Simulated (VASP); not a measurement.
Runs of VASP 6.6.1 on AlP. The structure is that of space group F-43m (No. 216), or close to it. The cells are those of the table. 

```csv
cell,gap on the mesh (eV),pressure (GPa)
"a = 3.905 Å, angles 60.0°, 2 atoms",(a),-0.7
"a = 3.802 Å, angles 60.0°, 2 atoms",(c),6.8
"a = 3.930 Å, angles 60.0°, 2 atoms",1.68,-2.2
"a = 3.776 Å, angles 60.0°, 2 atoms",1.43,9.2
"a = 3.854 Å, angles 60.0°, 2 atoms",(d),2.7
"a = 3.880 Å, angles 60.0°, 2 atoms",(b),0.9
"a = 3.829 Å, angles 60.0°, 2 atoms",1.53,4.7
```

Alike in all rows: task single point; level PBE; potentials or basis VASP PAW PBE potentials, release 64 (Al, P); no spin polarisation; k mesh 6 × 6 × 6; cutoff (eV) 500; smearing gaussian 0.01 eV.

Fill in the values left out.

(a) 1.64; (b) 1.61; (c) 1.48; (d) 1.57.

A k mesh can miss the band edges.
